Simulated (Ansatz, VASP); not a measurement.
**Two plane-wave programs on B5N**

```
B N
1.0
     2.21540    0.00000    0.00000
    -1.10770    1.91859    0.00000
     0.00000    0.00000   10.76846
B N
5 1
Direct
  0.66667 0.33333 0.83533
  0.00000 0.00000 0.66764
  0.66667 0.33333 0.50000
  0.00000 0.00000 0.33236
  0.66667 0.33333 0.16467
  0.00000 0.00000 0.00000
```

Change from the starting cell: species swapped into the MgCd5 type (P-6m2, No. 187).

Alike in both runs: task single point; functional PBE; k mesh 12 × 12 × 2; occupations gaussian, width 0.1 eV; no spin polarisation.

|  | VASP | Ansatz |
| --- | --- | --- |
| version | VASP 6.6.1 | Ansatz 0.2.0 |
| potentials or method | VASP PAW PBE potentials, release 64 (B, N), cutoff 520 eV | scalar-relativistic, plane waves, PAW |
| valence electrons in the cell | 20 | 20 |

|  | VASP | Ansatz | Ansatz less VASP |
| --- | --- | --- | --- |
| gap on the k mesh at the Fermi level (eV) | none | none | - |
| rms of the force components (eV/Å) | 0.130 | 0.129 | -0.0008 |

Atom by atom the forces differ by 0.001 eV/Å (rms over components). A gap of «none» marks a metal or a gap that the smearing closes.
